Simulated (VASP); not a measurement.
# C (P6_3/mmc) in VASP: notebook, part 2 of 2

VASP 6.6.1. Earlier steps stand in the parts before.

**5. Single point, PBEsol (8.89 Å³/atom)**

This run uses another cell than the first one, of 8.89 Å³/atom.

INCAR reads:

```
SYSTEM = C
ALGO = Normal ; EDIFF = 1E-6
ENCUT = 520 ; GGA = PS
ISIF = 2 ; ISMEAR = -1
LASPH = .TRUE. ; LCHARG = .TRUE.
LELF = .TRUE. ; LREAL = .FALSE.
LVHAR = .TRUE. ; LWAVE = .FALSE.
NBANDS = 16 ; NELM = 100
PREC = Accurate ; SIGMA = 0.1
```

KPOINTS reads:

```
k-points
0
G
  23 23 3
  0 0 0
```

POSCAR reads:

```
C
1.0
    1.7315968889      0.0000000000      0.0000000000
   -0.8657984444      1.4996068949      0.0000000000
    0.0000000000      0.0000000000     13.6935051106
C
4
Direct
    0.0000000000      1.0000000000      1.0000000000
    0.0000000000      1.0000000000      0.5000000000
    0.3333333333      0.6666666667      0.2500000000
    0.6666666667      0.3333333333      0.7500000000
```

Potentials or basis: VASP PAW PBE potentials, release 64 (C).

Run with:

```
> cat potpaw_PBE.64/C/POTCAR > POTCAR
> mpirun -np 1 vasp_std > vasp.out
```

OUTCAR:

```text
SYSTEM = C
   EDIFF = 1E-6
   ENCUT = 520
   GGA = PS
   ISIF = 2
   ISMEAR = -1
   LASPH = .TRUE.
   LREAL = .FALSE.
   NELM = 100
   PREC = Accurate

 ion  position               nearest neighbor table
   1  0.000  0.000  0.000-
   2  0.000  0.000  0.500-
   3  0.333  0.667  0.250-
   4  0.667  0.333  0.750-

  LATTYP: Found a hexagonal cell.
 ALAT       =     1.7315968889
 C/A-ratio  =     7.9080213174

  Lattice vectors:

 A1 = (   1.7315968889,   0.0000000000,   0.0000000000)
 A2 = (  -0.8657984444,   1.4996068949,   0.0000000000)
 A3 = (   0.0000000000,   0.0000000000,  13.6935051106)

Analysis of symmetry for initial positions (statically):
=====================================================================
 Subroutine PRICEL returns:
 Original cell was already a primitive cell.

 Routine SETGRP: Setting up the symmetry group for a
 hexagonal supercell.

 Subroutine GETGRP returns: Found 24 space group operations
 (whereof 12 operations were pure point group operations)
 out of a pool of 24 trial point group operations.

The static configuration has the point symmetry D_3d.
 The point group associated with its full space group is D_6h.

Analysis of symmetry for dynamics (positions and initial velocities):
=====================================================================
 Subroutine PRICEL returns:
 Original cell was already a primitive cell.

 Routine SETGRP: Setting up the symmetry group for a
 hexagonal supercell.

 Subroutine GETGRP returns: Found 24 space group operations
 (whereof 12 operations were pure point group operations)
 out of a pool of 24 trial point group operations.

The dynamic configuration has the point symmetry D_3d.
 The point group associated with its full space group is D_6h.

 Subroutine INISYM returns: Found 24 space group operations
 (whereof 12 operations are pure point group operations),
 and found     1 'primitive' translations

----------------------------------------------------------------------------------------

                                     Primitive cell

  volume of cell :      35.5581

  direct lattice vectors                    reciprocal lattice vectors
     1.731596889  0.000000000  0.000000000     0.577501615  0.333420713  0.000000000
    -0.865798444  1.499606895  0.000000000     0.000000000  0.666841426  0.000000000
     0.000000000  0.000000000 13.693505111     0.000000000  0.000000000  0.073027321

  length of vectors
     1.731596889  1.731596889 13.693505111     0.666841426  0.666841426  0.073027321

  position of ions in fractional coordinates (direct lattice)
     0.000000000  0.000000000  0.000000000
     0.000000000  0.000000000  0.500000000
     0.333333333  0.666666667  0.250000000
     0.666666667  0.333333333  0.750000000

  ion indices of the primitive-cell ions
   primitive index   ion index
                 1           1
                 2           2
                 3           3
                 4           4

----------------------------------------------------------------------------------------

 KPOINTS: k-points

Automatic generation of k-mesh.
 Grid dimensions read from file:
 generate k-points for:   23   23    3

 Generating k-lattice:

  Cartesian coordinates                     Fractional coordinates (reciprocal lattice)
     0.025108766  0.014496553  0.000000000     0.043478261  0.000000000  0.000000000
     0.000000000  0.028993105  0.000000000     0.000000000  0.043478261  0.000000000
     0.000000000  0.000000000  0.024342440     0.000000000  0.000000000  0.333333333

  Length of vectors
     0.028993105  0.028993105  0.024342440

  Shift w.r.t. Gamma in fractional coordinates (k-lattice)
     0.000000000  0.000000000  0.000000000

 Subroutine IBZKPT returns following result:
 ===========================================

 Found    112 irreducible k-points:

 Following reciprocal coordinates:
            Coordinates               Weight
  0.000000  0.000000  0.000000      1.000000
  0.043478 -0.000000  0.000000      6.000000
  0.086957 -0.000000  0.000000      6.000000
  0.130435  0.000000  0.000000      6.000000
  0.173913 -0.000000  0.000000      6.000000
  0.217391 -0.000000  0.000000      6.000000
[... 16 lines left out ...]
  0.478261  0.043478  0.000000      6.000000
  0.086957  0.086957  0.000000      6.000000
 [... further k-points ...]
   k-points           NKPTS =    112   k-points in BZ     NKDIM =    112   number of bands    NBANDS=     16
   number of dos      NEDOS =    301   number of ions     NIONS =      4
   total plane-waves  NPLWV =  21168
   dimension x,y,z NGX =    14 NGY =   14 NGZ =  108
   dimension x,y,z NGXF=    28 NGYF=   28 NGZF=  216
   ions per type =               4
   NGX,Y,Z   is equivalent  to a cutoff of  13.44, 13.44, 13.11 a.u.
   NGXF,Y,Z  is equivalent  to a cutoff of  26.88, 26.88, 26.22 a.u.
 SYSTEM =  C
   PREC   = accura    normal or accurate (medium, high low for compatibility)
   ISTART =      0    job   : 0-new  1-cont  2-samecut
   ICHARG =      2    charge: 1-file 2-atom 10-const
   ISPIN  =      1    spin polarized calculation?
   LNONCOLLINEAR =      F non collinear calculations
   LSORBIT =      F    spin-orbit coupling
   LASPH  =      T    aspherical Exc in radial PAW
   ENCUT  =  520.0 eV  38.22 Ry    6.18 a.u.   3.22  3.22 25.46*2*pi/ulx,y,z
   NELM   =    100;   NELMIN=  2; NELMDL= -5     # of ELM steps
   EDIFF  = 0.1E-05   stopping-criterion for ELM
   LREAL  =      F    real-space projection
   EDIFFG = 0.1E-04   stopping-criterion for IOM
   NSW    =      0    number of steps for IOM
   IBRION =     -1    ionic relax: 0-MD 1-quasi-New 2-CG
   NFREE  =      0    steps in history (QN), initial steepest desc. (CG)
   ISIF   =      2    stress and relaxation
   ISYM   =      2    0-nonsym 1-usesym 2-fastsym
   POTIM  = 0.5000    time-step for ionic-motion
   TEBEG  =    0.0;   TEEND  =   0.0 temperature during run
   PSTRESS=    0.0 pullay stress
   NELECT =      16.0000    total number of electrons
   NUPDOWN=      -1.0000    fix difference up-down
   EMIN   =  10.00;   EMAX   =-10.00  energy-range for DOS
   EFERMI =   0.00;   METHOD = LEGACY
   ISMEAR =    -1;   SIGMA  =   0.10  broadening in eV -4-tet -1-fermi 0-gaus
   EFERMI_NEDOS =   21; number of points for ismear=-14 and -15
   IALGO  =     38    algorithm
   IMIX   =      4    mixing-type and parameters
     AMIX     =   0.40;   BMIX     =  1.00
     AMIX_MAG =   1.60;   BMIX_MAG =  1.00
  volume/ion in A,a.u.               =       8.89        59.99
  Fermi-wavevector in a.u.,A,eV,Ry     =   1.254494  2.370650 21.412235  1.573755
  Thomas-Fermi vector in A             =   2.388296
   LORBIT       =      0    0 simple, 1 ext, 2 COOP (PROOUT), +10 PAW based schemes
   GGA     = PS    functional components
   LHFCALC =     F    Hartree Fock is set to
   AEXX    =    0.0000 exact exchange contribution
   IVDW    =     0    specifies the selected vdW correction
   LEPSILON=     F    determine dielectric tensor
   LRPA    =     F    only Hartree local field effects (RPA)
 non-spin polarized calculation
  energy-cutoff  :      520.00
  volume of cell :       35.56
 maximum number of plane-waves:       987
 NGX is ok and might be reduce to    14
   NGX =  7   NGY =  7   NGZ = 51

 number of electron      16.0000000 magnetization

 Free energy of the ion-electron system (eV)
  ---------------------------------------------------
  ext. energy  EPLUGINS =         0.00000000
  ---------------------------------------------------
  free energy    TOTEN  =       -23.12617435 eV

  energy without entropy =      -23.08639197  energy(sigma->0) =      -23.10628316

 E-fermi :   5.5131     XC(G=0): -10.8540

 val. band max:        5.5080616421   @ k =   0.3043   0.1304   0.3333
 cond. band min:       5.5947056531   @ k =   0.2174   0.2174   0.3333
 fundamental gap:      0.0866440110
 Fermi energy:         5.5130704787

 k-point     1 :       0.0000    0.0000    0.0000
  band No.  band energies     occupation
      1     -15.6178      2.00000
      2     -15.5021      2.00000
      3     -15.5013      2.00000
      4     -15.3793      2.00000
      5      -3.7481      2.00000
      6      -2.9263      2.00000
[... 8 lines left out ...]
     15      21.2581      0.00000
     16      21.2609      0.00000
[... 419 lines left out ...]
 k-point    24 :       0.0870    0.0870    0.0000
  band No.  band energies     occupation
      1     -14.4741      2.00000
      2     -14.3650      2.00000
      3     -14.3642      2.00000
      4     -14.2496      2.00000
      5      -2.3680      2.00000
      6      -1.5698      2.00000
[... 8 lines left out ...]
     15      18.2419      0.00000
     16      18.3213      0.00000

 [... further k-points ...]
[... 5 lines left out ...]
  --------------------------------------------------------------------------------------
  -------------------------------------------------------------------------------------
  Total       -1.9038858     -1.9038858     -0.3059632     -0.0000000     -0.0000000      0.0000000
  in kB      -85.7852487    -85.7852487    -13.7860845     -0.0000000     -0.0000000      0.0000000
  external PRESSURE =     -61.7855273 kB  Pullay stress =       0.0000000 kB

 VOLUME and BASIS-vectors are now :
 -----------------------------------------------------------------------------
  energy-cutoff  :      520.00
  volume of cell :       35.56
      direct lattice vectors                 reciprocal lattice vectors
     1.731596889  0.000000000  0.000000000     0.577501615  0.333420713  0.000000000
    -0.865798444  1.499606895  0.000000000     0.000000000  0.666841426  0.000000000
     0.000000000  0.000000000 13.693505111     0.000000000  0.000000000  0.073027321

 POSITION                                       TOTAL-FORCE (eV/Angst)
 -----------------------------------------------------------------------------------
      0.00000      0.00000      0.00000        -0.000000      0.000000      0.000000
      0.00000      0.00000      6.84675        -0.000000      0.000000      0.000000
     -0.00000      0.99974      3.42338         0.000000     -0.000000      0.000000
      0.86580      0.49987     10.27013        -0.000000      0.000000     -0.000000
 -----------------------------------------------------------------------------------
    total drift:                                0.000000     -0.000000      0.000000

  FREE ENERGIE OF THE ION-ELECTRON SYSTEM (eV)
  ---------------------------------------------------
  free  energy   TOTEN  =       -23.1261743514 eV

  energy  without entropy=      -23.0863919676  energy(sigma->0) =      -23.10628316
```

stdout:

```text
POSCAR found type information on POSCAR C
 POSCAR found :  1 types and       4 ions
 scaLAPACK will be used
 -----------------------------------------------------------------------------
|                                                                             |
|                                                                             |
|     You enforced a specific xc type in the INCAR file but a different       |
|     I HOPE YOU KNOW WHAT YOU ARE DOING!                                     |
|                                                                             |
 -----------------------------------------------------------------------------

 LDA part: xc-table for (Slater+PW92), standard interpolation
 POSCAR, INCAR and KPOINTS ok, starting setup
 FFT: planning ... GRIDC
 FFT: planning ... GRID_SOFT
 FFT: planning ... GRID
 WAVECAR not read
 entering main loop
```

Wall time 90 s (1 thread of AMD EPYC 7R13, shared host); peak memory 0.15 GiB.

Results:

| Item | Value |
| --- | --- |
| Free energy | -23.1262 eV |
| Pressure | -6.2 GPa |
| Band gap on the k mesh | zero (bands 8 and 9 overlap by 1.26 eV) |

Stress tensor (GPa, compression positive):
```
-8.58  0.00  0.00
 0.00 -8.58  0.00
 0.00  0.00 -1.38
```

Caveat: the cell stands under tension; the PAW data sets were made with another functional, which shifts forces and pressure a little; this functional lacks dispersion, which binds the layers, so the pressure and a relaxed spacing across them are unreliable.

**6. Single point, PBEsol (9.23 Å³/atom)**

This run uses another cell than the first one, of 9.23 Å³/atom.

INCAR reads:

```
  ALGO = Normal
  EDIFF = 1E-6
  ENCUT = 520
  GGA = PS
  ISIF = 2
  ISMEAR = -1
  LASPH = T
  LCHARG = T
  LELF = T
  LREAL = F
  LVHAR = T
  LWAVE = F
  NBANDS = 16
  NELM = 60
  PREC = Accurate
  SIGMA = 0.1
```

KPOINTS reads:

```
k-points
0
Gamma
  23 23 3
```

POSCAR reads:

```
C
1.0
    1.7535181640      0.0000000000      0.0000000000
   -0.8767590820      1.5185912761      0.0000000000
    0.0000000000      0.0000000000     13.8668590214
C
4
Direct
    0.0000000000      1.0000000000      1.0000000000
    0.0000000000      1.0000000000      0.5000000000
    0.3333333333      0.6666666667      0.2500000000
    0.6666666667      0.3333333333      0.7500000000
```

Potentials or basis: VASP PAW PBE potentials, release 64 (C).

Run with:

```
> cat potpaw_PBE.64/C/POTCAR > POTCAR
> mpirun -np 1 vasp_std > vasp.out
```

Run time: 1.7 min. Hardware: 1 thread of AMD EPYC 7R13, shared host; peak memory 0.15 GiB.

The run converged. Its results:

* Free energy: -23.0635 eV
* Pressure: -8.5 GPa
* Band gap on the k mesh: zero (bands 8 and 9 overlap by 1.14 eV)

Stress tensor (GPa, compression positive):
```
-11.96   0.00   0.00
  0.00 -11.96   0.00
  0.00   0.00  -1.60
```

Levels at points of the mesh, in eV from the Fermi level:
```
           k point  band 4  band 5  band 6  band 7  band 8  band 9  band 10  band 11  band 12  band 13
(0.00, 0.00, 0.00)  -20.36   -8.81   -8.02   -8.02   -7.06    3.44     6.00     6.00     9.80    15.23
```

Caveat: the cell stands under tension; the PAW data sets were made with another functional, which shifts forces and pressure a little; this functional lacks dispersion, which binds the layers, so the pressure and a relaxed spacing across them are unreliable.

**7. Relaxation of cell and atoms, PBEsol**

This run uses another cell than the first one, of 6.62 Å³/atom.

INCAR reads:

```
SYSTEM = C
PREC = Accurate
ENCUT = 600
EDIFF = 1E-6
ISMEAR = -1
SIGMA = 0.1
LREAL = .False.
LASPH = .True.
NELM = 60
ALGO = Normal
ISIF = 3
LWAVE = .False.
LCHARG = .False.
GGA = PS
IBRION = 2
NSW = 80
EDIFFG = -0.01
```

KPOINTS reads:

```
Automatic mesh
0
Gamma
  17 17 5
  0 0 0
```

POSCAR reads:

```
C
1.0
    2.1071951087      0.0000000000      0.0000000000
   -1.0535975543      1.8248844949      0.0000000000
    0.0000000000      0.0000000000      6.8820992250
C
4
Direct
    0.0000000000      0.0000000000      0.0000000000
    0.0000000000      0.0000000000      0.5000000000
    0.3333333333      0.6666666667      0.2500000000
    0.6666666667      0.3333333333      0.7500000000
```

Run with:

```
> cat potpaw_PBE.64/C/POTCAR > POTCAR
> mpirun -np 1 vasp_std > vasp.out
```

It took 11 min on 1 thread of AMD EPYC 7R13, shared host; peak memory 0.13 GiB.

Results (log left out):

```yaml
Free_energy: -22.6243 eV
Relaxed_volume: 6.63 Å³/atom
Relaxed_cell: a = 1.705 Å, b = 1.705 Å, c = 10.540 Å, α = 90.00°, β = 90.00°, γ = 120.00°
Space_group_after_relaxing_to_0.1_Å: P6_3/mmc (No. 194)
Energy_gained_by_relaxing: 437.5 meV/atom
Ionic_steps: 19
Pressure_after_relaxing: -0.1 GPa
Band_gap_on_the_k_mesh: zero (bands 8 and 9 overlap by 2.59 eV)
```

Stress tensor (GPa, compression positive):
```
-0.17  0.00  0.00
 0.00 -0.17  0.00
 0.00  0.00 -0.04
```

The path:
```csv
step,energy change (eV),largest force (eV/Å),pressure (GPa),volume (Å³)
1,0.0000,0.0000,6.04,26.46
2,-0.0287,0.0000,-0.58,27.43
3,-0.0303,0.0000,-2.47,27.74
4,-0.0642,0.0000,-3.78,27.91
5,-0.1378,0.0000,-5.80,28.22
6,-0.3797,0.0000,-8.75,28.66
7,-0.8983,0.0000,-11.03,28.90
8,-0.9247,0.0000,20.80,27.24
9,-1.3469,0.0000,-11.48,28.74
10,-1.6878,0.0000,-11.11,28.17
11,-1.6764,0.0000,-11.26,28.27
12,-1.6941,0.0000,-7.17,27.83
13,-1.6984,0.0000,-9.24,27.95
14,-1.7241,0.0000,-6.13,27.49
15,-1.7460,0.0000,0.42,26.65
16,-1.7463,0.0000,1.33,26.54
17,-1.7494,0.0000,0.44,26.54
18,-1.7500,0.0000,-0.11,26.54
19,-1.7500,0.0000,-0.13,26.54
```

Final structure:
```xyz
4
Lattice="1.7051 0.0000 0.0000 -0.8525 1.4766 0.0000 0.0000 0.0000 10.5400" Properties=species:S:1:pos:R:3 pbc="T T T"
C     0.0000    0.0000    0.0000
C     0.0000    0.0000    5.2700
C     0.0000    0.9844    2.6350
C     0.8525    0.4922    7.9050
```

Levels at points of the mesh, in eV from the Fermi level:
```tsv
k point	band 4	band 5	band 6	band 7	band 8	band 9	band 10	band 11	band 12
(0.00, 0.00, 0.00)	-20.96	-11.40	-8.85	-8.83	-5.43	6.18	11.91	11.93	16.43
```

Caveat: a cell axis changed by over 15 % at a fixed basis, so the end point is rough; the PAW data sets were made with another functional, which shifts forces and pressure a little.

**8. Summary**

| task | cell | k mesh | cutoff (eV) | gap on the mesh (eV) | pressure (GPa) |
| --- | --- | --- | --- | --- | --- |
| single point | a = 1.709, b = 1.709, c = 13.516 Å, angles 90.0, 90.0, 120.0°, 4 atoms | 17 × 17 × 5 | 520 | none | 0.1 |
| single point | a = 1.638, b = 1.638, c = 12.952 Å, angles 90.0, 90.0, 120.0°, 4 atoms | 23 × 23 × 3 | 520 | none | 27.4 |
| single point | a = 1.686, b = 1.686, c = 13.333 Å, angles 90.0, 90.0, 120.0°, 4 atoms | 23 × 23 × 3 | 520 | none | 6.3 |
| single point | a = 1.732, b = 1.732, c = 13.694 Å, angles 90.0, 90.0, 120.0°, 4 atoms | 23 × 23 × 3 | 520 | none | -6.2 |
| single point | a = 1.754, b = 1.754, c = 13.867 Å, angles 90.0, 90.0, 120.0°, 4 atoms | 23 × 23 × 3 | 520 | none | -8.5 |
| relaxation of cell and atoms | relaxed from a = 2.107, b = 2.107, c = 6.882 Å, angles 90.0, 90.0, 120.0°, 4 atoms | 17 × 17 × 5 | 600 | none | -0.1 |

Alike in all rows: level PBEsol; potentials or basis VASP PAW PBE potentials, release 64 (C); no spin polarisation; smearing fermi-dirac 0.1 eV.

Caveats: the PAW data sets were made with another functional, which shifts forces and pressure a little; this functional lacks dispersion, which binds the layers, so the pressure and a relaxed spacing across them are unreliable (at least some runs); the cell stands under pressure (at least some runs); the cell stands under tension (at least some runs); a cell axis changed by over 15 % at a fixed basis, so the end point is rough (at least some runs).

Total energies depend on the potentials used, so only differences within one code and one set of settings carry meaning.
